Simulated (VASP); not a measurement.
# HPt3 in VASP: relaxation of the atoms with PBEsol

Aim: the relaxation of the atoms of HPt3 with PBEsol.

Program: VASP 6.6.1. These are calculated values, not measurements. Logs are shortened: lines on timing, memory, paths and dates and some standing lists are left out, and cuts for length are marked.

## (1) The cell of the first run

The cell holds a slab with vacuum, 4 atoms: a = 2.770 Å, b = 2.770 Å, c = 20.052 Å, α = 90.00°, β = 90.00°, γ = 120.00°.

## (2) Relaxation of the atoms, PBEsol

INCAR reads:

```
PREC = Accurate
ENCUT = 520
EDIFF = 1E-6
ISMEAR = 0
SIGMA = 0.1
LREAL = F
LASPH = T
NELM = 100
ALGO = Normal
ISIF = 2
LWAVE = F
LCHARG = F
LDIPOL = T
IDIPOL = 3
DIPOL = 0.5 0.5 0.346
GGA = PS
IBRION = 2
NSW = 36
EDIFFG = -0.025
```

KPOINTS reads:

```
regular mesh
0
Gamma
  12 12 1
```

POSCAR reads:

```
HPt3
1.0
    2.7704873139      0.0000000000      0.0000000000
   -1.3852436569      2.3993123947      0.0000000000
    0.0000000000      0.0000000000     20.0517698534
Pt H
3 1
Selective dynamics
Direct
    0.6666666667      0.3333333333      0.1994836381  F F F
    0.3333333333      0.6666666667      0.3129860846  F F F
    0.0000000000      0.0000000000      0.4264845406  F F F
    0.6666666667      0.3333333333      0.4454805238  F F T
```

Potentials or basis: VASP PAW PBE potentials, release 64 (Pt, H).

Command:

```sh
$ cat potpaw_PBE.64/Pt/POTCAR potpaw_PBE.64/H/POTCAR > POTCAR
$ mpirun -np 1 vasp_std > vasp.out
```

OUTCAR:

```text
PREC = Accurate
   ENCUT = 520
   EDIFF = 1E-6
   ISMEAR = 0
   LREAL = F
   LASPH = T
   NELM = 100
   ISIF = 2
   GGA = PS
   IBRION = 2
   NSW = 36
   EDIFFG = -0.025

 ion  position               nearest neighbor table
   1  0.667  0.333  0.199-   2 2.78   2 2.78   2 2.78
   2  0.333  0.667  0.313-   3 2.78   3 2.78   3 2.78   1 2.78   1 2.78   1 2.78
   3  0.000  0.000  0.426-   4 1.64   4 1.64   4 1.64   2 2.78   2 2.78   2 2.78
   4  0.667  0.333  0.445-   3 1.64   3 1.64   3 1.64

  LATTYP: Found a hexagonal cell.
 ALAT       =     2.7704873139
 C/A-ratio  =     7.2376327994

  Lattice vectors:

 A1 = (   2.7704873139,   0.0000000000,   0.0000000000)
 A2 = (  -1.3852436569,   2.3993123947,   0.0000000000)
 A3 = (   0.0000000000,   0.0000000000,  20.0517698534)

Analysis of symmetry for initial positions (statically):
=====================================================================
 Subroutine PRICEL returns:
 Original cell was already a primitive cell.

 Routine SETGRP: Setting up the symmetry group for a
 hexagonal supercell.

 Subroutine GETGRP returns: Found  6 space group operations
 (whereof  6 operations were pure point group operations)
 out of a pool of 24 trial point group operations.

The static configuration has the point symmetry C_3v.

Analysis of symmetry for dynamics (positions and initial velocities):
=====================================================================
 Subroutine PRICEL returns:
 Original cell was already a primitive cell.

 Routine SETGRP: Setting up the symmetry group for a
 hexagonal supercell.

 Subroutine GETGRP returns: Found  6 space group operations
 (whereof  6 operations were pure point group operations)
 out of a pool of 24 trial point group operations.

The dynamic configuration has the point symmetry C_3v.

Analysis of constrained symmetry for selective dynamics:
=====================================================================
 Subroutine PRICEL returns:
 Original cell was already a primitive cell.

 Routine SETGRP: Setting up the symmetry group for a
 hexagonal supercell.

 Subroutine GETGRP returns: Found  6 space group operations
 (whereof  6 operations were pure point group operations)
 out of a pool of 24 trial point group operations.

The constrained configuration has the point symmetry C_3v.

 Subroutine INISYM returns: Found  6 space group operations
 (whereof  6 operations are pure point group operations),
 and found     1 'primitive' translations

----------------------------------------------------------------------------------------

                                     Primitive cell

  volume of cell :     133.2894

  direct lattice vectors                    reciprocal lattice vectors
     2.770487314  0.000000000  0.000000000     0.360947330  0.208393038  0.000000000
    -1.385243657  2.399312395  0.000000000     0.000000000  0.416786077  0.000000000
     0.000000000  0.000000000 20.051769853     0.000000000  0.000000000  0.049870910

  length of vectors
     2.770487314  2.770487314 20.051769853     0.416786077  0.416786077  0.049870910

  position of ions in fractional coordinates (direct lattice)
     0.666666667  0.333333333  0.199483638
     0.333333333  0.666666667  0.312986085
     0.000000000  0.000000000  0.426484541
     0.666666667  0.333333333  0.445480524

  ion indices of the primitive-cell ions
   primitive index   ion index
                 1           1
                 2           2
                 3           3
                 4           4

----------------------------------------------------------------------------------------

 KPOINTS: regular mesh

Automatic generation of k-mesh.
 Grid dimensions read from file:
 generate k-points for:   12   12    1

 Generating k-lattice:

  Cartesian coordinates                     Fractional coordinates (reciprocal lattice)
     0.030078944  0.017366087  0.000000000     0.083333333 -0.000000000  0.000000000
     0.000000000  0.034732173  0.000000000     0.000000000  0.083333333  0.000000000
     0.000000000  0.000000000  0.049870910     0.000000000  0.000000000  1.000000000

  Length of vectors
     0.034732173  0.034732173  0.049870910

  Shift w.r.t. Gamma in fractional coordinates (k-lattice)
     0.000000000  0.000000000  0.000000000

 Subroutine IBZKPT returns following result:
 ===========================================

 Found     19 irreducible k-points:

 Following reciprocal coordinates:
            Coordinates               Weight
  0.000000  0.000000  0.000000      1.000000
  0.083333  0.000000  0.000000      6.000000
  0.166667  0.000000  0.000000      6.000000
  0.250000 -0.000000  0.000000      6.000000
  0.333333 -0.000000  0.000000      6.000000
  0.416667 -0.000000  0.000000      6.000000
[... 11 lines left out ...]
  0.333333  0.250000  0.000000     12.000000
  0.333333  0.333333  0.000000      2.000000
   k-points           NKPTS =     19   k-points in BZ     NKDIM =     19   number of bands    NBANDS=     19
   number of dos      NEDOS =    301   number of ions     NIONS =      4
   total plane-waves  NPLWV =  86400
   dimension x,y,z NGX =    24 NGY =   24 NGZ =  150
   dimension x,y,z NGXF=    48 NGYF=   48 NGZF=  300
   ions per type =               3   1
   NGX,Y,Z   is equivalent  to a cutoff of  14.40, 14.40, 12.44 a.u.
   NGXF,Y,Z  is equivalent  to a cutoff of  28.80, 28.80, 24.87 a.u.
 SYSTEM =  unknown system
   PREC   = accura    normal or accurate (medium, high low for compatibility)
   ISTART =      0    job   : 0-new  1-cont  2-samecut
   ICHARG =      2    charge: 1-file 2-atom 10-const
   ISPIN  =      1    spin polarized calculation?
   LNONCOLLINEAR =      F non collinear calculations
   LSORBIT =      F    spin-orbit coupling
   LASPH  =      T    aspherical Exc in radial PAW
   ENCUT  =  520.0 eV  38.22 Ry    6.18 a.u.   5.15  5.15 37.28*2*pi/ulx,y,z
   NELM   =    100;   NELMIN=  2; NELMDL= -5     # of ELM steps
   EDIFF  = 0.1E-05   stopping-criterion for ELM
   LREAL  =      F    real-space projection
   EDIFFG = -.3E-01   stopping-criterion for IOM
   NSW    =     36    number of steps for IOM
   IBRION =      2    ionic relax: 0-MD 1-quasi-New 2-CG
   NFREE  =      1    steps in history (QN), initial steepest desc. (CG)
   ISIF   =      2    stress and relaxation
   ISYM   =      2    0-nonsym 1-usesym 2-fastsym
   POTIM  = 0.5000    time-step for ionic-motion
   TEBEG  =    0.0;   TEEND  =   0.0 temperature during run
   PSTRESS=    0.0 pullay stress
   NELECT =      31.0000    total number of electrons
   NUPDOWN=      -1.0000    fix difference up-down
   EMIN   =  10.00;   EMAX   =-10.00  energy-range for DOS
   EFERMI =   0.00;   METHOD = LEGACY
   ISMEAR =     0;   SIGMA  =   0.10  broadening in eV -4-tet -1-fermi 0-gaus
   EFERMI_NEDOS =   21; number of points for ismear=-14 and -15
   IALGO  =     38    algorithm
   IMIX   =      4    mixing-type and parameters
     AMIX     =   0.40;   BMIX     =  1.00
     AMIX_MAG =   1.60;   BMIX_MAG =  1.00
  volume/ion in A,a.u.               =      33.32       224.87
  Fermi-wavevector in a.u.,A,eV,Ry     =   1.006770  1.902519 13.790666  1.013585
  Thomas-Fermi vector in A             =   2.139533
   LORBIT       =      0    0 simple, 1 ext, 2 COOP (PROOUT), +10 PAW based schemes
   GGA     = PS    functional components
   LHFCALC =     F    Hartree Fock is set to
   AEXX    =    0.0000 exact exchange contribution
   IVDW    =     0    specifies the selected vdW correction
   LEPSILON=     F    determine dielectric tensor
   LRPA    =     F    only Hartree local field effects (RPA)
 conjugate gradient relaxation of ions
 non-spin polarized calculation
 Gauss-broadening in eV      SIGMA  =   0.10
  energy-cutoff  :      520.00
  volume of cell :      133.29
 maximum number of plane-waves:      3614
 NGX is ok and might be reduce to    24
   NGX = 11   NGY = 11   NGZ = 75

--------------------------------------- Ionic step        1  -------------------------------------------

 number of electron      31.0000005 magnetization

 Free energy of the ion-electron system (eV)
  ---------------------------------------------------
  ext. energy  EPLUGINS =         0.00000000
  ---------------------------------------------------
  free energy    TOTEN  =       -22.54674398 eV

  energy without entropy =      -22.52148371  energy(sigma->0) =      -22.53411384

------------------------ aborting loop because EDIFF is reached ----------------------------------------

 vacuum level on the upper side and lower side of the slab       (xc-potential included)        -0.424        -0.026

  FORCE on cell =-STRESS in cart. coord.  units (eV):
  Direction    XX          YY          ZZ          XY          YZ          ZX
  --------------------------------------------------------------------------------------
  -------------------------------------------------------------------------------------
  Total        2.4605307      2.4605307      2.6012668      0.0000000      0.0000000      0.0000000
  in kB       29.5762901     29.5762901     31.2679785      0.0000000      0.0000000      0.0000000
  external PRESSURE =      30.1401862 kB  Pullay stress =       0.0000000 kB
[... 95 lines left out ...]
  FREE ENERGIE OF THE ION-ELECTRON SYSTEM (eV)
  ---------------------------------------------------
  free  energy   TOTEN  =       -23.0934709525 eV

  energy  without entropy=      -23.0696232412  energy(sigma->0) =      -23.08154710

 dipolmoment           0.000000      0.000000      0.003070 electrons x Angstroem

[... ionic steps 4 to 14 ...]

--------------------------------------- Ionic step       15  -------------------------------------------

 number of electron      31.0000004 magnetization

------------------------ aborting loop because EDIFF is reached ----------------------------------------
[... 71 lines left out ...]
--------------------------------------- Ionic step       17  -------------------------------------------

 number of electron      31.0000004 magnetization

 dipolmoment           0.000000      0.000000     -0.025006 electrons x Angstroem

 Free energy of the ion-electron system (eV)
  ---------------------------------------------------
  ext. energy  EPLUGINS =         0.00000000
  ---------------------------------------------------
  free energy    TOTEN  =       -23.21703557 eV

  energy without entropy =      -23.19299484  energy(sigma->0) =      -23.20501520

 E-fermi :   0.2426     XC(G=0):  -5.6365

 val. band max:        0.2339331072   @ k =   0.5000  -0.0000   0.0000
 cond. band min:       0.3062592700   @ k =   0.4167  -0.0000   0.0000
 fundamental gap:      0.0723261628
 Fermi energy:         0.2426309510

 k-point     1 :       0.0000    0.0000    0.0000
  band No.  band energies     occupation
      1     -10.0933      2.00000
      2      -8.4061      2.00000
      3      -6.8768      2.00000
      4      -3.7112      2.00000
      5      -3.6270      2.00000
      6      -3.5919      2.00000
[... 407 lines left out ...]
     18       5.0397      0.00000
     19       5.8005      0.00000

------------------------ aborting loop because EDIFF is reached ----------------------------------------

 vacuum level on the upper side and lower side of the slab       (xc-potential included)        -0.341         0.321

  FORCE on cell =-STRESS in cart. coord.  units (eV):
  Direction    XX          YY          ZZ          XY          YZ          ZX
  --------------------------------------------------------------------------------------
  -------------------------------------------------------------------------------------
  Total       -2.7695839     -2.7695839      1.1207730     -0.0000000      0.0000000      0.0000000
  in kB      -33.2911992    -33.2911992     13.4720151     -0.0000000      0.0000000      0.0000000
  external PRESSURE =     -17.7034611 kB  Pullay stress =       0.0000000 kB
[... 19 lines left out ...]
  FREE ENERGIE OF THE ION-ELECTRON SYSTEM (eV)
  ---------------------------------------------------
  free  energy   TOTEN  =       -23.2170355709 eV

  energy  without entropy=      -23.1929948381  energy(sigma->0) =      -23.20501520

 reached required accuracy - stopping structural energy minimisation

 vacuum level on the upper side and lower side of the slab         5.436         6.117
```

It took 17 min on 1 thread of Oxide Virtual Turin-like, shared host; peak memory 0.28 GiB.

Results:

```
Free energy               : -23.2170 eV
Energy gained by relaxing : 167.6 meV/atom
Ionic steps               : 17
Band gap on the k mesh    : zero (an odd number of electrons rules out a gap without spin polarisation)
```

Step by step:
| step | energy change (eV) | largest force on free atoms (eV/Å) | pressure (GPa) |
| --- | --- | --- | --- |
| 1 | 0.0000 | 1.7904 | 3.01 |
| 2 | -0.1552 | 1.7822 | 2.35 |
| 3 | -0.5467 | 1.0884 | 0.07 |
| 4 | -0.4464 | 1.4233 | -3.79 |
| 5 | -0.6703 | 0.0266 | -1.85 |
| 6 | -0.6702 | 0.0340 | -1.76 |
| 7 | -0.6702 | 0.0337 | -1.76 |
| 8 | -0.6702 | 0.0327 | -1.76 |
| 9 | -0.6702 | 0.0324 | -1.76 |
| 10 | -0.6702 | 0.0323 | -1.76 |
| 11 | -0.6702 | 0.0321 | -1.76 |
| 12 | -0.6702 | 0.0318 | -1.76 |
| 13 | -0.6703 | 0.0315 | -1.76 |
| 14 | -0.6703 | 0.0314 | -1.76 |
| 15 | -0.6703 | 0.0300 | -1.76 |
| 16 | -0.6703 | 0.0283 | -1.76 |
| 17 | -0.6703 | 0.0240 | -1.77 |

Final structure:
```
Pt H
1.0
     2.77049    0.00000    0.00000
    -1.38524    2.39931    0.00000
     0.00000    0.00000   20.05177
Pt H
3 1
Direct
  0.66667 0.33333 0.19948
  0.33333 0.66667 0.31299
  0.00000 0.00000 0.42648
  0.66667 0.33333 0.47343
```

Levels at points of the mesh, in eV from the Fermi level:
```csv
k point,band 12,band 13,band 14,band 15,band 16,band 17,band 18,band 19
"(0.00, 0.00, 0.00)",-2.82,-1.53,-1.53,-0.99,-0.99,-0.08,-0.08,0.15
"(0.50, 0.00, 0.00)",-0.26,-0.01,0.11,0.31,0.66,1.99,2.86,4.22
```

Caveat: the highest band is partly filled, so the run has too few bands; the PAW data sets were made with another functional, which shifts forces and pressure a little; spin-orbit coupling is left out, which moves the levels of the heavy elements.

The gap in the log of VASP goes by the Fermi energy; the results here count the filled bands.